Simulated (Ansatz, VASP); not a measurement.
Os in VASP and in Ansatz

```
CELL_PARAMETERS angstrom
-1.52947 1.52947 1.52947
1.52947 -1.52947 1.52947
1.52947 1.52947 -1.52947
ATOMIC_POSITIONS crystal
Os 0.00000 0.00000 0.00000
```

Alike in both runs: task single point; functional revPBE; k mesh 16 × 16 × 16; occupations fermi-dirac, width 0.1 eV; no spin polarisation.

|  | VASP | Ansatz |
| --- | --- | --- |
| version | VASP 6.6.1 | Ansatz 0.2.0 |
| potentials or method | VASP PAW PBE potentials, release 64 (Os), cutoff 520 eV | plane waves (420 eV) with PAW, scalar-relativistic |
| valence electrons in the cell | 8 | 16 |

Ansatz gave:

- pressure (GPa): 15.4

Task: What did VASP give for the same quantities?

Result: Pressure (GPa): 15.5.

VASP's potentials were made for PBE, not for revPBE. VASP's potentials hold 8 valence electrons a cell and Ansatz's 16, so a difference there can come from the potentials and not from the codes.

Neither program's run includes spin-orbit coupling.
